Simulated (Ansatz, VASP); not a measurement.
# Tl2Ru in VASP and in Ansatz

```
Tl Ru
1.0
    -2.25203    2.25203    3.69357
     2.25203   -2.25203    3.69357
     2.25203    2.25203   -3.69357
Tl Ru
2 1
Direct
  0.59300 0.59300 0.00000
  0.40700 0.40700 0.00000
  0.00000 0.00000 0.00000
```

Alike in both runs: task relaxation of cell and atoms; functional PBE; k mesh 6 × 6 × 6; occupations gaussian, width 0.1 eV; no spin polarisation.

|  | VASP | Ansatz |
| --- | --- | --- |
| version | VASP 6.6.1 | Ansatz 0.2.0 |
| potentials or method | VASP PAW PBE potentials, release 64 (Tl_d, Ru_sv), cutoff 560 eV | scalar-relativistic, plane waves, PAW |
| valence electrons in the cell | 42 | 42 |

Ansatz gave:

```
gap on the k mesh at the Fermi level, each at its own relaxed structure (eV)  : none
relaxed volume (Å³/atom)                                                      : 22.14
relaxed length of the cell vector where the two differ most in proportion (Å) : 6.254
```

Q: Estimate VASP's values.

A: gap on the k mesh at the Fermi level, each at its own relaxed structure (eV): none; relaxed volume (Å³/atom): 21.37; relaxed length of the cell vector where the two differ most in proportion (Å): 5.898.

A gap of «none» marks a metal or a gap that the smearing closes. One of these differences is far larger than is usual between the two programs; its cause wasn't traced.

Neither program's run includes spin-orbit coupling.
